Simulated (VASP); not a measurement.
## FePt (Tetraferroplatinum): single point with PBE

The system is FePt (Tetraferroplatinum).

```
Fe Pt
1.0
     2.72350    0.00000    0.00000
     0.00000    2.72350    0.00000
     0.00000    0.00000    3.72000
Fe Pt
1 1
Direct
  0.00000 0.00000 0.00000
  0.50000 0.50000 0.50000
```

* Program: VASP 6.6.1
* Task: single point
* Functional: PBE
* Potentials or basis: VASP PAW PBE potentials, release 64 (Fe, Pt)
* Cutoff: 520 eV
* k mesh: 12 × 12 × 9
* Occupations: fermi-dirac, width 0.1 eV
* Spin: collinear spin, ferromagnetic start
* Starting moments: [1.94, 0.01] μB
* Fixed moment: 1.7 μB
* Dipole correction: no
* Further INCAR settings: ALGO = Normal; EDIFF = 1e-06; NBANDS = 20

| Property | Result |
| --- | --- |
| Pressure | -6.9 GPa |
| Net moment | 1.70 μB per cell |
| Site moments | Fe +1.75; Pt -0.04 μB |
| Valence electrons inside the program's atomic spheres | Fe 7.04; Pt 9.37 |

Stress tensor (GPa, compression positive):
```
-8.56  0.00  0.00
 0.00 -8.56  0.00
 0.00  0.00 -3.50
```

It took 2.4 min on 1 thread of Oxide Virtual Turin-like Processor, on a shared host, peak memory 0.2 GiB.

Caveat: the total moment is fixed, so each spin has its own Fermi level.
